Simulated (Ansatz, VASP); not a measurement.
PtC: VASP beside Ansatz

```
Pt C
1.0
     0.00000    2.23555    2.23555
     2.23555    0.00000    2.23555
     2.23555    2.23555    0.00000
Pt C
1 1
Cartesian
  0.0000 0.0000 0.0000
  2.2356 2.2356 2.2356
```

Alike in both runs: functional PBE; k mesh 6 × 6 × 6; occupations gaussian, width 0.1 eV; no spin polarisation.

Ansatz relaxed the structure, and its values are those at the end. VASP's run is a single point on that final structure, the one shown.

|  | VASP | Ansatz |
| --- | --- | --- |
| version | VASP 6.6.1 | Ansatz 0.2.0 |
| potentials or method | VASP PAW PBE potentials, release 64 (Pt, C), cutoff 520 eV | scalar-relativistic, plane waves, PAW |
| valence electrons in the cell | 14 | 22 |

VASP gave:

```
gap on the k mesh at the Fermi level (eV) : none
pressure (GPa)                            : -0.3
```

Q: What did Ansatz give for the same quantities?

A: gap on the k mesh at the Fermi level (eV): none; pressure (GPa): -0.2.

A gap of «none» marks a metal or a gap that the smearing closes. VASP's potentials hold 14 valence electrons a cell and Ansatz's 22, so a difference there can come from the potentials and not from the codes.

The k mesh is coarse, so the values compare programs but aren't converged. Neither program's run includes spin-orbit coupling.
